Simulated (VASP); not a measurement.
# Sn4C (I-43m) in VASP: a series of runs

The runs below take Sn4C through single point, with PBE.

All numbers are computed with VASP 6.6.1; they aren't measurements. Logs are shortened: lines on timing, memory, paths and dates and some standing lists are left out, and cuts for length are marked.

## Step 1: The cell of the first run

The structure is cubic, space group I-43m (No. 217). Conventional cell: a = 6.442 Å, b = 6.442 Å, c = 6.442 Å, α = 90.00°, β = 90.00°, γ = 90.00°. Within 2.9 Å of Sn (site symmetry 3m) lie 1 C at 2.19 Å. C (site symmetry -43m) has 4 Sn at 2.19 Å within 2.9 Å.

The cell was built from a structure type or drawn by symmetry, and may not be a known phase.

## Step 2: Single point, PBE

Input file INCAR:

```
ALGO = Normal
EDIFF = 1E-7
ENCUT = 520
GGA = PE
ISIF = 2
ISMEAR = 0
LASPH = T
LCHARG = F
LREAL = F
LWAVE = F
NBANDS = 38
NELM = 80
PREC = Accurate
SIGMA = 0.1
```

Input file KPOINTS:

```
k-points
0
Gamma
  4 4 4
```

Input file POSCAR:

```
Sn4C
1.0
   -3.2209196107      3.2209196107      3.2209196107
    3.2209196107     -3.2209196107      3.2209196107
    3.2209196107      3.2209196107     -3.2209196107
Sn C
4 1
Direct
    0.3926839432      0.3926839432      0.3926839432
    0.6073160568      0.0000000000      0.0000000000
    0.0000000000      0.0000000000      0.6073160568
    0.0000000000      0.6073160568      0.0000000000
    0.0000000000      0.0000000000      0.0000000000
```

Potentials or basis: VASP PAW PBE potentials, release 64 (Sn_d, C).

Launch:

```
$ cat potpaw_PBE.64/Sn_d/POTCAR potpaw_PBE.64/C/POTCAR > POTCAR
$ mpirun -np 1 vasp_std > vasp.out
```

OUTCAR:

```text
EDIFF = 1E-7
   ENCUT = 520
   GGA = PE
   ISIF = 2
   ISMEAR = 0
   LASPH = T
   LREAL = F
   NELM = 80
   PREC = Accurate

 ion  position               nearest neighbor table
   1  0.393  0.393  0.393-   5 2.19   4 3.37   2 3.37   2 3.37   3 3.37   4 3.37   3 3.37   3 3.58
                             4 3.58   2 3.58
   2  0.607  0.000  0.000-   5 2.19   1 3.37   4 3.37   1 3.37   4 3.37   3 3.37   3 3.37   3 3.58
                             4 3.58   1 3.58
   3  0.000  0.000  0.607-   5 2.19   1 3.37   1 3.37   4 3.37   2 3.37   4 3.37   2 3.37   2 3.58
                             4 3.58   1 3.58
   4  0.000  0.607  0.000-   5 2.19   1 3.37   2 3.37   2 3.37   1 3.37   3 3.37   3 3.37   2 3.58
                             3 3.58   1 3.58
   5  0.000  0.000  0.000-   1 2.19   2 2.19   3 2.19   4 2.19

  LATTYP: Found a body centered cubic cell.
 ALAT       =     6.4418392214

  Lattice vectors:

 A1 = (  -3.2209196107,   3.2209196107,   3.2209196107)
 A2 = (   3.2209196107,  -3.2209196107,   3.2209196107)
 A3 = (   3.2209196107,   3.2209196107,  -3.2209196107)

Analysis of symmetry for initial positions (statically):
=====================================================================
 Subroutine PRICEL returns:
 Original cell was already a primitive cell.

 Routine SETGRP: Setting up the symmetry group for a
 body centered cubic supercell.

 Subroutine GETGRP returns: Found 24 space group operations
 (whereof 24 operations were pure point group operations)
 out of a pool of 48 trial point group operations.

The static configuration has the point symmetry T_d .

Analysis of symmetry for dynamics (positions and initial velocities):
=====================================================================
 Subroutine PRICEL returns:
 Original cell was already a primitive cell.

 Routine SETGRP: Setting up the symmetry group for a
 body centered cubic supercell.

 Subroutine GETGRP returns: Found 24 space group operations
 (whereof 24 operations were pure point group operations)
 out of a pool of 48 trial point group operations.

The dynamic configuration has the point symmetry T_d .

 Subroutine INISYM returns: Found 24 space group operations
 (whereof 24 operations are pure point group operations),
 and found     1 'primitive' translations

[... 82 lines left out ...]
   NELM   =     80;   NELMIN=  2; NELMDL= -5     # of ELM steps
   EDIFF  = 0.1E-06   stopping-criterion for ELM
   LREAL  =      F    real-space projection
   EDIFFG = 0.1E-05   stopping-criterion for IOM
   NSW    =      0    number of steps for IOM
   IBRION =     -1    ionic relax: 0-MD 1-quasi-New 2-CG
   NFREE  =      0    steps in history (QN), initial steepest desc. (CG)
   ISIF   =      2    stress and relaxation
   ISYM   =      2    0-nonsym 1-usesym 2-fastsym
   POTIM  = 0.5000    time-step for ionic-motion
   TEBEG  =    0.0;   TEEND  =   0.0 temperature during run
   PSTRESS=    0.0 pullay stress
   NELECT =      60.0000    total number of electrons
   NUPDOWN=      -1.0000    fix difference up-down
   EMIN   =  10.00;   EMAX   =-10.00  energy-range for DOS
   EFERMI =   0.00;   METHOD = LEGACY
   ISMEAR =     0;   SIGMA  =   0.10  broadening in eV -4-tet -1-fermi 0-gaus
   EFERMI_NEDOS =   21; number of points for ismear=-14 and -15
   IALGO  =     38    algorithm
   IMIX   =      4    mixing-type and parameters
     AMIX     =   0.40;   BMIX     =  1.00
     AMIX_MAG =   1.60;   BMIX_MAG =  1.00
  volume/ion in A,a.u.               =      26.73       180.40
  Fermi-wavevector in a.u.,A,eV,Ry     =   1.253503  2.368777 21.378422  1.571270
  Thomas-Fermi vector in A             =   2.387353
   LORBIT       =      0    0 simple, 1 ext, 2 COOP (PROOUT), +10 PAW based schemes
   GGA     = PE    functional components
   LHFCALC =     F    Hartree Fock is set to
   AEXX    =    0.0000 exact exchange contribution
   IVDW    =     0    specifies the selected vdW correction
   LEPSILON=     F    determine dielectric tensor
   LRPA    =     F    only Hartree local field effects (RPA)
 non-spin polarized calculation
 Gauss-broadening in eV      SIGMA  =   0.10
  energy-cutoff  :      520.00
  volume of cell :      133.66
 maximum number of plane-waves:      3624
 NGX is ok and might be reduce to    42
   NGX = 21   NGY = 21   NGZ = 21

 number of electron      60.0000023 magnetization

 Free energy of the ion-electron system (eV)
  ---------------------------------------------------
  ext. energy  EPLUGINS =         0.00000000
  ---------------------------------------------------
  free energy    TOTEN  =       -21.37199240 eV

  energy without entropy =      -21.36431829  energy(sigma->0) =      -21.36815534

 E-fermi :   6.4226     XC(G=0):  -9.6646

 val. band max:        5.9505575391   @ k =   0.2500   0.2500   0.0000
 cond. band min:       6.4387533749   @ k =   0.5000   0.0000   0.0000
 fundamental gap:      0.4881958357
 Fermi energy:         6.4226021203

 k-point     1 :       0.0000    0.0000    0.0000
  band No.  band energies     occupation
      1     -15.2164      2.00000
      2     -15.2164      2.00000
      3     -15.1822      2.00000
      4     -15.1666      2.00000
      5     -15.1666      2.00000
      6     -15.1666      2.00000
[... 317 lines left out ...]
     37      12.6019      0.00000
     38      13.0867      0.00000

------------------------ aborting loop because EDIFF is reached ----------------------------------------

  FORCE on cell =-STRESS in cart. coord.  units (eV):
  Direction    XX          YY          ZZ          XY          YZ          ZX
  --------------------------------------------------------------------------------------
  -------------------------------------------------------------------------------------
  Total       -0.0173869     -0.0173869     -0.0173869     -0.0000000     -0.0000000      0.0000000
  in kB       -0.2084170     -0.2084170     -0.2084170     -0.0000000     -0.0000000      0.0000000
  external PRESSURE =      -0.2084170 kB  Pullay stress =       0.0000000 kB

 VOLUME and BASIS-vectors are now :
 -----------------------------------------------------------------------------
  energy-cutoff  :      520.00
  volume of cell :      133.66
      direct lattice vectors                 reciprocal lattice vectors
    -3.220919611  3.220919611  3.220919611     0.000000000  0.155235169  0.155235169
     3.220919611 -3.220919611  3.220919611     0.155235169  0.000000000  0.155235169
     3.220919611  3.220919611 -3.220919611     0.155235169  0.155235169  0.000000000

 POSITION                                       TOTAL-FORCE (eV/Angst)
 -----------------------------------------------------------------------------------
      1.26480      1.26480      1.26480         0.033106      0.033106      0.033106
     -1.95612      1.95612      1.95612         0.033106     -0.033106     -0.033106
      1.95612      1.95612     -1.95612        -0.033106     -0.033106      0.033106
      1.95612     -1.95612      1.95612        -0.033106      0.033106     -0.033106
      0.00000      0.00000      0.00000        -0.000000      0.000000     -0.000000
 -----------------------------------------------------------------------------------
    total drift:                               -0.000002     -0.000002     -0.000002

  FREE ENERGIE OF THE ION-ELECTRON SYSTEM (eV)
  ---------------------------------------------------
  free  energy   TOTEN  =       -21.3719923963 eV

  energy  without entropy=      -21.3643182934  energy(sigma->0) =      -21.36815534
```

OSZICAR:

```text
N       E                     dE             d eps       ncg     rms          rms(c)
DAV:   1     0.611897893690E+03    0.61190E+03   -0.30174E+04   614   0.237E+03
DAV:   2     0.678718011321E+02   -0.54403E+03   -0.53296E+03   608   0.595E+02
DAV:   3    -0.183394169751E+02   -0.86211E+02   -0.83747E+02   700   0.199E+02
DAV:   4    -0.240897780332E+02   -0.57504E+01   -0.56866E+01   686   0.529E+01
DAV:   5    -0.243150666879E+02   -0.22529E+00   -0.22522E+00   708   0.106E+01    0.868E+00
DAV:   6    -0.210517996622E+02    0.32633E+01   -0.11276E+01   866   0.170E+01    0.281E+00
DAV:   7    -0.214380564616E+02   -0.38626E+00   -0.43970E+00   632   0.660E+00    0.247E+00
DAV:   8    -0.213785525709E+02    0.59504E-01   -0.43275E-01   866   0.278E+00    0.102E+00
DAV:   9    -0.213712762020E+02    0.72764E-02   -0.12676E-01   784   0.199E+00    0.184E-01
DAV:  10    -0.213722483033E+02   -0.97210E-03   -0.11829E-02   676   0.912E-01    0.174E-01
DAV:  11    -0.213723336319E+02   -0.85329E-04   -0.24200E-03   816   0.236E-01    0.148E-01
DAV:  12    -0.213720663497E+02    0.26728E-03   -0.32326E-03   772   0.203E-01    0.716E-02
DAV:  13    -0.213719921481E+02    0.74202E-04   -0.59229E-04   744   0.111E-01    0.209E-02
DAV:  14    -0.213719921382E+02    0.99208E-08   -0.72880E-05   690   0.374E-02    0.550E-03
DAV:  15    -0.213719923670E+02   -0.22880E-06   -0.47547E-06   832   0.148E-02    0.282E-03
DAV:  16    -0.213719923963E+02   -0.29327E-07   -0.55963E-07   564   0.390E-03
   1 F= -.21371992E+02 E0= -.21368155E+02  d E =-.767410E-02
```

It took 25 s on 1 thread of Intel Xeon 6975P-C (Granite Rapids), shared host; peak memory 0.25 GiB.

What came out:

```yaml
Free_energy: -21.3720 eV
Pressure: 0.0 GPa
Largest_force: 0.057 eV/Å
Band_gap_on_the_k_mesh: zero (bands 30 and 31 overlap by 1.72 eV)
```

Forces on the atoms (eV/Å):
```
Sn   0.033  0.033  0.033
Sn   0.033 -0.033 -0.033
Sn  -0.033 -0.033  0.033
Sn  -0.033  0.033 -0.033
C    0.000  0.000  0.000
```

Caveat: spin-orbit coupling is left out, which moves the levels of the heavy elements.

## Step 3: Single point, PBE

This run uses another cell than the first one, of 31.46 Å³/atom.

Input file INCAR:

```
SYSTEM = Sn4C
ALGO = Normal ; EDIFF = 1E-6
ENCUT = 520 ; GGA = PE
ISIF = 2 ; ISMEAR = 0
LASPH = .True. ; LCHARG = .False.
LREAL = .False. ; LWAVE = .False.
NBANDS = 38 ; NELM = 100
PREC = Accurate ; SIGMA = 0.1
```

Input file KPOINTS:

```
k-points
0
Gamma
  4 4 4
  0 0 0
```

Input file POSCAR:

```
Sn4C
1.0
   -3.4006671100      3.4006671100      3.4006671100
    3.4006671100     -3.4006671100      3.4006671100
    3.4006671100      3.4006671100     -3.4006671100
Sn C
4 1
Direct
    0.3495999900      0.3495999900      0.3495999900
    0.6504000100      0.0000000000      0.0000000000
    0.0000000000      0.0000000000      0.6504000100
    0.0000000000      0.6504000100      0.0000000000
    0.0000000000      0.0000000000      0.0000000000
```

Potentials or basis: VASP PAW PBE potentials, release 64 (Sn_d, C).

Launch:

```
$ cat potpaw_PBE.64/Sn_d/POTCAR potpaw_PBE.64/C/POTCAR > POTCAR
$ mpirun -np 1 vasp_std > vasp.out
```

Run time: 38 s. Hardware: 1 thread of Intel Xeon 6975P-C (Granite Rapids), shared host; peak memory 0.32 GiB.

The run converged. Its results:

* Free energy: -20.2151 eV
* Pressure: 1.9 GPa
* Largest force: 2.542 eV/Å
* Band gap on the k mesh: zero (bands 30 and 31 overlap by 0.42 eV)

Forces on the atoms (eV/Å):
```
Sn   1.468  1.468  1.468
Sn   1.468 -1.468 -1.468
Sn  -1.468 -1.468  1.468
Sn  -1.468  1.468 -1.468
C    0.000  0.000  0.000
```

Levels at points of the mesh, in eV from the Fermi level:
```
           k point  band 26  band 27  band 28  band 29  band 30  band 31  band 32  band 33  band 34  band 35
(0.00, 0.00, 0.00)    -3.36    -3.36    -3.36    -0.29    -0.29    -0.29     1.03     1.03     2.26     2.26
(0.50, 0.00, 0.00)    -3.88    -2.19    -1.97    -0.92    -0.07    -0.03     0.40     1.28     2.40     2.70
(0.50, 0.50, 0.50)    -2.83    -2.56    -2.07    -2.07    -2.07     0.40     0.40     0.40     1.43     5.02
```

Caveat: semilocal functionals underestimate gaps, so a narrow gap can read as zero; spin-orbit coupling is left out, which moves the levels of the heavy elements; forces of over 1 eV/Å act on the atoms, so gaps and moduli don't describe the material at rest.
